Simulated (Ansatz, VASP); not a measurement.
Two plane-wave programs on ZrSi3

```
CELL_PARAMETERS angstrom
3.98994 0.00000 0.00000
0.00000 3.98994 0.00000
0.00000 0.00000 3.98994
ATOMIC_POSITIONS crystal
Zr 0.00000 0.00000 0.00000
Si 0.00000 0.50000 0.50000
Si 0.50000 0.50000 0.00000
Si 0.50000 0.00000 0.50000
```

Alike in both runs: task single point; functional LDA; k mesh 8 × 8 × 8; occupations gaussian, width 0.05 eV; no spin polarisation.

```csv
,VASP,Ansatz
version,VASP 6.6.1,Ansatz 0.2.0
potentials or method,"VASP PAW LDA potentials, release 64 (Zr_sv, Si), cutoff 520 eV","scalar-relativistic, plane waves, PAW"
valence electrons in the cell,24,24
```

|  | VASP | Ansatz | Ansatz less VASP |
| --- | --- | --- | --- |
| gap on the k mesh at the Fermi level (eV) | none | none | - |
| pressure (GPa) | -5.3 | -5.4 | -0.13 |

LDA's correlation is that of Perdew and Zunger in VASP and of Perdew and Wang (1992) in Ansatz. A gap of «none» marks a metal or a gap that the smearing closes.
